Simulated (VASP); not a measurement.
**CdS: single point with PBEsol**

CdS:

```xyz
4
Lattice="4.1663 0.0000 0.0000 -2.0831 3.6081 0.0000 0.0000 0.0000 6.6679" Properties=species:S:1:pos:R:3 pbc="T T T"
Cd    0.0000    2.4054   -0.0109
Cd    2.0831    1.2027    3.3230
S     0.0000    2.4054    2.5247
S     2.0831    1.2027    5.8586
```

This cell differs from its parent crystal: strained cell.

| Quantity | Value |
| --- | --- |
| Program | VASP 6.6.1 |
| Task | single point |
| Functional | PBEsol |
| Potentials or basis | VASP PAW PBE potentials, release 64 (Cd, S) |
| Cutoff | 520 eV |
| k mesh | 6 × 6 × 4 |
| Occupations | gaussian, width 0.02 eV |
| Spin | no spin polarisation |

```yaml
Pressure: -0.5 GPa
Band_gap_on_the_k_mesh: 1.09 eV
```

Forces on the atoms (eV/Å):
```
Cd   0.000  0.000 -0.002
Cd   0.000  0.000 -0.002
S    0.000  0.000  0.002
S    0.000  0.000  0.002
```

Stress tensor (GPa, compression positive):
```
-0.73  0.00  0.00
 0.00 -0.73  0.00
 0.00  0.00  0.07
```

Levels at points of the mesh, in eV from the valence-band top:
| k point | band 15 | band 16 | band 17 | band 18 | band 19 | band 20 | band 21 | band 22 |
| --- | --- | --- | --- | --- | --- | --- | --- | --- |
| (0.00, 0.00, 0.00) | -0.78 | 0.00 | 0.00 | 0.00 | 1.09 | 2.56 | 6.32 | 6.32 |
| (0.50, 0.00, 0.00) | -2.63 | -1.91 | -1.27 | -0.77 | 3.64 | 3.70 | 5.06 | 6.38 |
| (0.00, 0.00, 0.50) | -0.41 | -0.41 | -0.41 | -0.41 | 2.71 | 2.71 | 6.11 | 6.11 |
| (0.50, 0.00, 0.50) | -1.37 | -1.37 | -1.26 | -1.26 | 3.40 | 3.40 | 5.27 | 5.27 |

It took 23 s on 1 thread of Intel(R) Xeon(R) 6975P-C (Granite Rapids), with other jobs on the host, peak memory 0.23 GiB.

Caveat: the cell differs from its parent crystal (strained cell); the PAW data sets were made with another functional, which shifts forces and pressure a little.
